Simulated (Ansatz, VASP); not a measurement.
## BN: VASP beside Ansatz

The input INCAR:

```
SYSTEM = BN
PREC = Accurate
ENCUT = 520
EDIFF = 1E-6
ISMEAR = -1
SIGMA = 0.02
LREAL = .FALSE.
LASPH = .TRUE.
NELM = 60
ALGO = Normal
ISIF = 2
LWAVE = .FALSE.
LCHARG = .FALSE.
GGA = PS
NBANDS = 16
```

File KPOINTS:

```
regular mesh
0
G
  11 11 4
  0 0 0
```

File POSCAR:

```
BN
1.0
    2.5205749141      0.0000000000      0.0000000000
   -1.2602874571      2.1828819078      0.0000000000
    0.0000000000      0.0000000000      6.7053151929
B N
2 2
Direct
    0.3333333333      0.6666666667      0.2500000000
    0.6666666667      0.3333333333      0.7500000000
    0.3333333333      0.6666666667      0.7500000000
    0.6666666667      0.3333333333      0.2500000000
```

Input for Ansatz:

```yaml
crystal:
  lattice:
    - [2.5205749141, 0.0, 0.0]
    - [-1.2602874571, 2.1828819078, 0.0]
    - [0.0, 0.0, 6.7053151929]
  atoms:
    - { symbol: B, position: [0.3333333333, 0.6666666667, 0.25] }
    - { symbol: B, position: [0.6666666667, 0.3333333333, 0.75] }
    - { symbol: "N", position: [0.3333333333, 0.6666666667, 0.75] }
    - { symbol: "N", position: [0.6666666667, 0.3333333333, 0.25] }
kpoints:
  mp_grid: { grid: [11, 11, 4] }
  band_path:
    path:
      - [0.0, 0.0, 0.0]
      - [0.5, 0.0, 0.0]
      - [0.3333333333, 0.3333333333, 0.0]
      - [0.0, 0.0, 0.0]
      - [0.0, 0.0, 0.5]
      - [0.5, 0.0, 0.5]
      - [0.3333333333, 0.3333333333, 0.5]
      - [0.0, 0.0, 0.5]
      - [0.5, 0.0, 0.5]
    npoints: 5
scf:
  occupations: { method: fermi_dirac, width: 0.02 }
hamiltonian:
  xc: pbesol
  pseudopotentials: { kind: all_electron, lapw: { basis_error: 0.001 } }
output:
  forces: true
  stress: true
  eigenvalues: true
```

Change from the starting cell: volume scaled by 1.02.

Alike in both runs: task single point; functional PBEsol; k mesh 11 × 11 × 4; occupations fermi-dirac, width 0.02 eV; no spin polarisation.

|  | VASP | Ansatz |
| --- | --- | --- |
| version | VASP 6.6.1 | Ansatz 0.2.0 |
| potentials or method | VASP PAW PBE potentials, release 64 (B, N), cutoff 520 eV | all-electron LAPW, scalar-relativistic |

Ansatz gave:

| Item | Value |
| --- | --- |
| gap on the k mesh at the Fermi level (eV) | 4.21 |
| pressure (GPa) | -4.2 |
| traceless stress, the component that is largest in VASP (GPa) | 4.92 |

Task: What did VASP give for the same quantities?

Result: gap on the k mesh at the Fermi level (eV): 4.21; pressure (GPa): -3.9; traceless stress, the component that is largest in VASP (GPa): 4.46.

VASP's potentials were made for PBE, not for PBEsol. Ansatz ran all-electron here, and VASP with PAW potentials.
